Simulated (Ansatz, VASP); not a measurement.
One calculation of SrO, two programs

File INCAR:

```
SYSTEM = SrO
PREC     = Accurate       ! precision mode
ENCUT    = 600            ! plane-wave cutoff, eV
EDIFF    = 1E-6           ! SCF threshold, eV
ISMEAR   = 0              ! smearing method
SIGMA    = 0.01           ! smearing width, eV
LREAL    = .FALSE.        ! projectors in reciprocal space
LASPH    = .TRUE.         ! aspherical terms in the spheres
NELM     = 120            ! most SCF steps
ALGO     = Normal         ! electronic algorithm
ISIF     = 2              ! what is computed and relaxed
LWAVE    = .FALSE.        ! write WAVECAR
LCHARG   = .FALSE.        ! write CHGCAR
GGA      = PE             ! functional
NBANDS   = 15             ! bands
GGA_COMPAT= .FALSE.
```

Contents of KPOINTS:

```
Automatic mesh
0
G
  4 4 4
  0 0 0
```

POSCAR

```
SrO
1.0
    0.0000000000      2.5663000000      2.5663000000
    2.5663000000      0.0000000000      2.5663000000
    2.5663000000      2.5663000000      0.0000000000
Sr O
1 1
Direct
    0.5000000000      0.5000000000      0.5000000000
    0.0000000000      0.0000000000      0.0000000000
```

Input for Ansatz:

```yaml
crystal:
  lattice:
    - [0.0, 2.5663, 2.5663]
    - [2.5663, 0.0, 2.5663]
    - [2.5663, 2.5663, 0.0]
  atoms:
    - { symbol: Sr, position: [0.5, 0.5, 0.5] }
    - { symbol: O, position: [0.0, 0.0, 0.0] }
basis:
  ecutwfc: 557.833418042754
kpoints:
  mp_grid:
    grid: [4, 4, 4]
hamiltonian:
  xc: pbe
scf:
  max_iter: 100
  occupations:
    method: fixed
output:
  eigenvalues: true
```

Alike in both runs: task single point; functional PBE; k mesh 4 × 4 × 4; no spin polarisation.

```csv
,VASP,Ansatz
version,VASP 6.6.1,Ansatz 0.2.0
potentials or method,"VASP PAW PBE potentials, release 64 (Sr_sv, O), cutoff 600 eV","plane waves, PAW"
occupations,"gaussian, width 0.01 eV",fixed
valence electrons in the cell,16,16
```

```csv
,VASP,Ansatz,Ansatz less VASP
gap on the k mesh at the Fermi level (eV),3.26,3.31,+0.049
```

The k mesh is coarse, so the values compare programs but aren't converged.
